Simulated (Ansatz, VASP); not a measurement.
**Two plane-wave programs on BeS**

Contents of INCAR:

```
SYSTEM = BeS
PREC     = Accurate       ! precision mode
ENCUT    = 520            ! plane-wave cutoff, eV
EDIFF    = 1E-6           ! SCF threshold, eV
ISMEAR   = 0              ! smearing method
SIGMA    = 0.01           ! smearing width, eV
LREAL    = .False.        ! projectors in reciprocal space
LASPH    = .True.         ! aspherical terms in the spheres
NELM     = 60             ! most SCF steps
ALGO     = Normal         ! electronic algorithm
ISIF     = 2              ! what is computed and relaxed
LWAVE    = .False.        ! write WAVECAR
LCHARG   = .False.        ! write CHGCAR
NBANDS   = 16             ! bands
```

File KPOINTS:

```
Automatic mesh
0
Gamma
  12 12 4
  0 0 0
```

Contents of POSCAR:

```
BeS
1.0
    3.4621570814      0.0000000000      0.0000000000
   -1.7310785407      2.9983159844      0.0000000000
    0.0000000000      0.0000000000      6.9924280704
Be S
2 2
Direct
    0.3333333333      0.6666666667      0.2500000000
    0.6666666667      0.3333333333      0.7500000000
    0.6666666667      0.3333333333      0.2500000000
    0.3333333333      0.6666666667      0.7500000000
```

Input for Ansatz:

```yaml
crystal:
  lattice:
    - [3.4621570814, 0.0, 0.0]
    - [-1.7310785407, 2.9983159844, 0.0]
    - [0.0, 0.0, 6.9924280704]
  atoms:
    - { symbol: Be, position: [0.3333333333, 0.6666666667, 0.25] }
    - { symbol: Be, position: [0.6666666667, 0.3333333333, 0.75] }
    - { symbol: S, position: [0.6666666667, 0.3333333333, 0.25] }
    - { symbol: S, position: [0.3333333333, 0.6666666667, 0.75] }
kpoints:
  mp_grid: { grid: [12, 12, 4] }
  band_path:
    path:
      - [0.0, 0.0, 0.0]
      - [0.5, 0.0, 0.0]
      - [0.3333333333, 0.3333333333, 0.0]
      - [0.0, 0.0, 0.5]
      - [0.5, 0.0, 0.5]
      - [0.3333333333, 0.3333333333, 0.5]
      - [0.223958, 0.223958, 0.0]
      - [0.0, -0.5, 0.320313]
      - [0.0, -0.5, 0.25]
    npoints: 1
hamiltonian:
  xc: lda
scf:
  occupations: { method: fixed }
  n_extra_bands: 5
output:
  forces: true
  stress: true
  eigenvalues: true
  write_density: true
  write_potential: true
  elf: true
  volumetric_format: npy
```

Alike in both runs: task single point; functional LDA; k mesh 12 × 12 × 4; no spin polarisation.

|  | VASP | Ansatz |
| --- | --- | --- |
| version | VASP 6.6.1 | Ansatz 0.2.0 |
| potentials or method | VASP PAW LDA potentials, release 64 (Be, S) | plane waves, PAW |
| plane-wave cutoff (eV) | 520 | 420 |
| occupations | gaussian, width 0.01 eV | fixed |
| valence electrons in the cell | 16 | 16 |

|  | VASP | Ansatz | Ansatz less VASP |
| --- | --- | --- | --- |
| gap on the k mesh at the Fermi level (eV) | 3.70 | 3.68 | -0.014 |
| pressure (GPa) | -2.9 | -2.9 | +0.05 |
| traceless stress, the component that is largest in VASP (GPa) | 1.14 | 1.10 | -0.039 |

LDA's correlation is that of Perdew and Zunger in VASP and of Perdew and Wang (1992) in Ansatz.
